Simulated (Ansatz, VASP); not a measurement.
Two plane-wave programs on Cu

Contents of INCAR:

```
PREC = Accurate
ENCUT = 520
EDIFF = 1E-7
ISMEAR = 0
SIGMA = 0.15
LREAL = F
LASPH = T
NELM = 60
ALGO = Fast
ISIF = 2
LWAVE = F
LCHARG = F
GGA = PE
NBANDS = 18
```

Contents of KPOINTS:

```
regular mesh
0
Gamma
  18 18 18
```

Contents of POSCAR:

```
Cu
1.0
    1.1705160233     -4.2525847608      0.0000000000
    1.1705160233      4.2525847608      0.0000000000
    0.0000000000      0.0000000000      2.5142119659
Cu
2
Direct
    0.1340351705      0.8659648295      0.2500000000
    0.8659648295      0.1340351705      0.7500000000
```

Input for Ansatz:

```yaml
crystal:
  lattice:
    - [1.1705160233, -4.2525847608, 0.0]
    - [1.1705160233, 4.2525847608, 0.0]
    - [0.0, 0.0, 2.5142119659]
  atoms:
    - { symbol: Cu, position: [0.1340351705, 0.8659648295, 0.25] }
    - { symbol: Cu, position: [0.8659648295, 0.1340351705, 0.75] }
basis:
  ecutwfc: 520.0
kpoints:
  mp_grid: { grid: [18, 18, 18] }
hamiltonian:
  xc: pbe
  pseudopotentials: { kind: paw, azcp: { folder: soft_1 } }
scf:
  occupations: { method: gaussian, width: 0.15 }
output:
  forces: true
  stress: true
  eigenvalues: true
```

Change from the starting cell: normal strain along x -0.0550, normal strain along y +0.0550.

Alike in both runs: task single point; functional PBE; k mesh 18 × 18 × 18; occupations gaussian, width 0.15 eV; no spin polarisation.

```csv
,VASP,Ansatz
version,VASP 6.6.1,Ansatz 0.2.0
potentials or method,"VASP PAW PBE potentials, release 64 (Cu), cutoff 520 eV","scalar-relativistic, plane waves, PAW"
valence electrons in the cell,22,38
```

```csv
,VASP,Ansatz,Ansatz less VASP
gap on the k mesh at the Fermi level (eV),none,none,-
pressure (GPa),2.0,1.5,-0.50
"traceless stress, the component that is largest in VASP (GPa)",13.99,14.10,+0.109
rms of the force components (eV/Å),0.091,0.087,-0.0034
```

Atom by atom the forces differ by 0.003 eV/Å (rms over components). A gap of «none» marks a metal or a gap that the smearing closes. The functional is the same, so the differences come from potentials, cutoffs and numerics. VASP's potentials hold 22 valence electrons a cell and Ansatz's 38, so a difference there can come from the potentials and not from the codes.
